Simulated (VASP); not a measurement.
Wanted: the native input for a VASP 6.6.1 run.

| Quantity | Value |
| --- | --- |
| Task | single point |
| Functional | PBE |
| Dispersion | D3(BJ) |
| Potentials or basis | VASP PAW PBE potentials, release 64 (P) |
| Cutoff | 520 eV |
| k mesh | 9 × 9 × 1 |
| Occupations | gaussian, width 0.02 eV |
| Spin | no spin polarisation |
| Dipole correction | yes |
| Further INCAR settings | ALGO = Normal; EDIFF = 1e-07; NBANDS = 12 |

The structure of P lies in POSCAR:

```
P
1.0
    3.4818391141      0.0000000000      0.0000000000
   -1.7409195571      3.0153611247      0.0000000000
    0.0000000000      0.0000000000     28.0000000000
P
2
Direct
    0.3333333333      0.6666666667      0.5214304201
    0.6666666667      0.3333333333      0.4785695799
```

This cell differs from its parent crystal: biaxial strain +0.070, then relaxed in part.

These files were run (other wordings do the same):

INCAR

```
  PREC = Accurate
  ENCUT = 520
  EDIFF = 1E-7
  ISMEAR = 0
  SIGMA = 0.02
  LREAL = F
  LASPH = T
  NELM = 80
  ALGO = Normal
  ISIF = 2
  LWAVE = F
  LCHARG = F
  LDIPOL = T
  IDIPOL = 3
  DIPOL = 0.5 0.5 0.500
  GGA = PE
  IVDW = 12
  NBANDS = 12
```

KPOINTS

```
regular mesh
0
Gamma
  9 9 1
```

Potentials or basis: VASP PAW PBE potentials, release 64 (P).

Launch:

```bash
$ cat potpaw_PBE.64/P/POTCAR > POTCAR
$ mpirun -np 1 vasp_std > vasp.out
```

Results of the run:

* Largest force: 0.061 eV/Å
* Band gap on the k mesh: 1.51 eV, indirect (least direct gap 1.83 eV)
* Dispersion energy per atom: -0.186 eV

Caveat: the cell differs from its parent crystal (biaxial strain +0.070, then relaxed in part).

Wall time 67 s on 1 thread of Intel(R) Xeon(R) Platinum 8259CL CPU @ 2.50GHz (Skylake/Cascade Lake), on a shared host, peak memory 0.4 GiB.
